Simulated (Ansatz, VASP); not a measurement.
One calculation of BaTe, two programs

Contents of INCAR:

```
SYSTEM = BaTe
ALGO = Normal
EDIFF = 1E-6
ENCUT = 520
GGA = PS
ISIF = 2
ISMEAR = 0
LASPH = .TRUE.
LCHARG = .TRUE.
LELF = .TRUE.
LREAL = .FALSE.
LVHAR = .TRUE.
LWAVE = .FALSE.
NBANDS = 15
NELM = 60
PREC = Accurate
SIGMA = 0.05
```

The input KPOINTS:

```
k-points
0
G
  8 8 8
  0 0 0
```

POSCAR

```
BaTe
1.0
    0.0000000000      3.4713974052      3.4713974052
    3.4713974052      0.0000000000      3.4713974052
    3.4713974052      3.4713974052      0.0000000000
Ba Te
1 1
Direct
    0.0000000000      0.0000000000      0.0000000000
    0.5103947741      0.5103947741      0.5103947741
```

Input for Ansatz:

```yaml
crystal:
  lattice:
    - [0.0, 3.4713974052, 3.4713974052]
    - [3.4713974052, 0.0, 3.4713974052]
    - [3.4713974052, 3.4713974052, 0.0]
  atoms:
    - { symbol: Ba, position: [0.0, 0.0, 0.0] }
    - { symbol: Te, position: [0.5103947741, 0.5103947741, 0.5103947741] }
basis:
  ecutwfc: 420
kpoints:
  mp_grid: { grid: [8, 8, 8] }
hamiltonian:
  xc: pbesol
scf:
  occupations: { method: gaussian, width: 0.05 }
output:
  forces: true
  stress: true
  eigenvalues: true
```

Change from the starting cell: all Te atoms moved +0.125 Å, as atom 2 along Cartesian [1 1 1].

Alike in both runs: task single point; functional PBEsol; k mesh 8 × 8 × 8; occupations gaussian, width 0.05 eV; no spin polarisation.

|  | VASP | Ansatz |
| --- | --- | --- |
| version | VASP 6.6.1 | Ansatz 0.2.0 |
| potentials or method | VASP PAW PBE potentials, release 64 (Ba_sv, Te), cutoff 520 eV | scalar-relativistic, plane waves, PAW |
| valence electrons in the cell | 16 | 26 |

```csv
,VASP,Ansatz,Ansatz less VASP
gap on the k mesh at the Fermi level (eV),1.44,1.52,+0.086
least direct gap on the mesh (eV),1.81,1.86,+0.055
pressure (GPa),0.5,0.1,-0.39
rms of the force components (eV/Å),0.169,0.160,-0.0090
```

VASP's potentials were made for PBE, not for PBEsol. Atom by atom the forces differ by 0.009 eV/Å (rms over components). VASP's potentials hold 16 valence electrons a cell and Ansatz's 26, so a difference there can come from the potentials and not from the codes.

Neither program's run includes spin-orbit coupling.
